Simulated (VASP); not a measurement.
Here is a VASP 6.6.1 calculation.

Contents of INCAR:

```
ALGO     = Fast           # electronic algorithm
EDIFF    = 1E-6           # SCF threshold, eV
ENCUT    = 520            # plane-wave cutoff, eV
GGA      = PE             # functional
ISIF     = 2              # what is computed and relaxed
ISMEAR   = 0              # smearing method
LASPH    = T              # aspherical terms in the spheres
LCHARG   = F              # write CHGCAR
LREAL    = F              # projectors in reciprocal space
LWAVE    = F              # write WAVECAR
NBANDS   = 11             # bands
NELM     = 60             # most SCF steps
PREC     = Accurate       # precision mode
SIGMA    = 0.1            # smearing width, eV
```

The input KPOINTS:

```
k-points
0
Gamma
  14 14 14
```

The input POSCAR:

```
Ca
1.0
   -2.1545431871      2.1545431871      2.1420199680
    2.1545431871     -2.1545431871      2.1420199680
    2.1545431871      2.1545431871     -2.1420199680
Ca
1
Direct
    0.5000000000      0.5000000000      0.0000000000
```

Potentials or basis: VASP PAW PBE potentials, release 64 (Ca_sv).

Run with:

```bash
$ cat potpaw_PBE.64/Ca_sv/POTCAR > POTCAR
$ mpirun -np 1 vasp_std > vasp.out
```

(1) Estimate the pressure.

(2) Estimate the band gap on the k mesh.

Results:

(1) 1.0 GPa.

(2) zero (band 5 reaches 2.50 eV, above the bottom of band 6 at 2.22 eV).
